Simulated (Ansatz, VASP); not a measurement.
I: VASP beside Ansatz

Contents of INCAR:

```
PREC = Accurate
ENCUT = 520
EDIFF = 1E-7
ISMEAR = -1
SIGMA = 0.05
LREAL = False
LASPH = True
NELM = 60
ALGO = Normal
ISIF = 2
LWAVE = False
LCHARG = False
GGA = PE
NBANDS = 10
```

The input KPOINTS:

```
Automatic mesh
0
Gamma
  11 11 11
```

Contents of POSCAR:

```
I
1.0
   -1.6174560000      1.6174560000      4.2648080000
    1.6174560000     -1.6174560000      4.2648080000
    1.6174560000      1.6174560000     -4.2648080000
I
1
Direct
    0.0000000000      0.0000000000      0.0000000000
```

Contents of input.yaml:

```yaml
crystal:
  lattice:
    - [-1.617456, 1.617456, 4.264808]
    - [1.617456, -1.617456, 4.264808]
    - [1.617456, 1.617456, -4.264808]
  atoms:
    - { symbol: I, position: [0.0, 0.0, 0.0] }
kpoints:
  mp_grid: { grid: [11, 11, 11] }
scf:
  occupations: { method: fermi_dirac, width: 0.05 }
hamiltonian:
  xc: pbe
  pseudopotentials: { kind: all_electron, lapw: { basis_error: 0.001 } }
output:
  forces: true
  stress: true
  eigenvalues: true
  populations: true
```

Alike in both runs: task single point; functional PBE; k mesh 11 × 11 × 11; occupations fermi-dirac, width 0.05 eV; no spin polarisation.

|  | VASP | Ansatz |
| --- | --- | --- |
| version | VASP 6.6.1 | Ansatz 0.2.0 |
| potentials or method | VASP PAW PBE potentials, release 64 (I), cutoff 520 eV | all-electron LAPW, scalar-relativistic |

Ansatz gave:

```
gap on the k mesh at the Fermi level (eV) : none
pressure (GPa)                            : 0.2
```

Question: What did VASP give for the same quantities?

Answer: gap on the k mesh at the Fermi level (eV): none; pressure (GPa): 0.1.

A gap of «none» marks a metal or a gap that the smearing closes. Ansatz ran all-electron here, and VASP with PAW potentials.

Spin-orbit coupling is off throughout.
